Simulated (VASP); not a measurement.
## Mo: single point with PBE

The system is Mo.

```xyz
1
Lattice="-1.2563 1.7303 1.7540 1.2563 -1.7303 1.7540 1.2563 1.7303 -1.7540" Properties=species:S:1:pos:R:3 pbc="T T T"
Mo    0.0000    0.0000    0.0000
```

This cell differs from its parent crystal: strain +e along x and -e along y -0.1500, strain +e along z and -e/2 along x and y +0.1100.

* Program: VASP 6.6.1
* Task: single point
* Functional: PBE
* Potentials or basis: VASP PAW PBE potentials, release 64 (Mo_sv)
* Cutoff: 520 eV
* k mesh: 20 × 20 × 20
* Occupations: gaussian, width 0.15 eV
* Spin: no spin polarisation

```json
{
 "Pressure": "22.4 GPa",
 "Band gap on the k mesh": "zero (bands 7 and 8 overlap by 6.05 eV)"
}
```

Stress tensor (GPa, compression positive):
```
47.01  0.00  0.00
 0.00  9.53  0.00
 0.00  0.00 10.71
```

Levels at points of the mesh, in eV from the Fermi level:
| k point | band 4 | band 5 | band 6 | band 7 | band 8 | band 9 | band 10 | band 11 |
| --- | --- | --- | --- | --- | --- | --- | --- | --- |
| (0.00, 0.00, 0.00) | -33.93 | -7.26 | -3.54 | -1.89 | 1.11 | 1.19 | 3.15 | 13.59 |
| (0.50, 0.00, 0.00) | -34.13 | -5.15 | -1.86 | 0.11 | 0.27 | 0.85 | 4.81 | 10.04 |
| (0.00, 0.50, 0.00) | -34.78 | -5.56 | -4.42 | 1.08 | 3.17 | 3.90 | 5.05 | 12.38 |
| (0.50, 0.50, 0.00) | -34.79 | -5.59 | -4.54 | 1.28 | 3.26 | 3.97 | 5.09 | 12.44 |
| (0.50, 0.50, 0.50) | -34.35 | -5.94 | -5.30 | 4.36 | 4.40 | 4.78 | 6.40 | 6.72 |

It took 2.6 min on 1 thread of Intel Xeon 8259CL (shared host), peak memory 0.32 GiB.

Caveat: the cell differs from its parent crystal (strain +e along x and -e along y -0.1500, strain +e along z and -e/2 along x and y +0.1100); the stress differs along the axes, from 10 to 47 GPa.
